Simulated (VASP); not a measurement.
Here is a VASP 6.6.1 calculation.

INCAR

```
PREC = Accurate ; ENCUT = 520
EDIFF = 1E-6 ; ISMEAR = -1
SIGMA = 0.08 ; LREAL = False
LASPH = True ; NELM = 80
ALGO = Normal ; ISIF = 2
LWAVE = False ; LCHARG = True
GGA = PE ; LELF = True
LVHAR = True ; NBANDS = 17
```

File KPOINTS:

```
regular mesh
0
Gamma
  14 14 14
```

Contents of POSCAR:

```
SnSe
1.0
    3.0155092091      0.0000000000      0.0000000000
    0.0000000000      3.0155092091      0.0000000000
    0.0000000000      0.0000000000      3.0155092091
Sn Se
1 1
Direct
    0.0000000000      0.0000000000      0.0000000000
    0.5000000000      0.5000000000      0.5000000000
```

Potentials or basis: VASP PAW PBE potentials, release 64 (Sn_d, Se).

The run is started by

```console
$ cat potpaw_PBE.64/Sn_d/POTCAR potpaw_PBE.64/Se/POTCAR > POTCAR
$ mpirun -np 1 vasp_std > vasp.out
```

**Question.** What does it give for the band gap on the k mesh?

**Answer.** Zero (bands 10 and 11 overlap by 6.34 eV).

**Question.** What does it give for the pressure?

**Answer.** 116.5 GPa.

Caveat: the cell stands under pressure; spin-orbit coupling is left out, which moves the levels of the heavy elements.
